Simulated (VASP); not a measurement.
A run of VASP 6.6.1:

INCAR

```
SYSTEM = SiC
PREC = Accurate ; ENCUT = 520
EDIFF = 1E-7 ; ISMEAR = -1
SIGMA = 0.05 ; LREAL = .False.
LASPH = .True. ; NELM = 60
ALGO = Normal ; ISIF = 2
LWAVE = .False. ; LCHARG = .True.
GGA = CA ; LELF = .True.
LVHAR = .True. ; NBANDS = 11
```

KPOINTS

```
regular mesh
0
Gamma
  15 15 15
  0 0 0
```

Contents of POSCAR:

```
SiC
1.0
    0.0000000000      1.6416045967      1.6416045967
    1.6416045967      0.0000000000      1.6416045967
    1.6416045967      1.6416045967      0.0000000000
Si C
1 1
Direct
    0.0000000000      0.0000000000      0.0000000000
    0.5000000000      0.5000000000      0.5000000000
```

Potentials or basis: VASP PAW LDA potentials, release 64 (Si, C).

Command:

```bash
$ cat potpaw_LDA.64/Si/POTCAR potpaw_LDA.64/C/POTCAR > POTCAR
$ mpirun -np 1 vasp_std > vasp.out
```

Hardware: 1 thread of AMD EPYC 7R43 64-Core Processor (Zen 3), with other jobs on the host.

**Question.** How long does it take, and how much memory?

**Answer.** It took 13 s on 1 thread of AMD EPYC 7R43 64-Core Processor (Zen 3), with other jobs on the host, peak memory 0.08 GiB. Counts: scf iterations 12, k points 120.
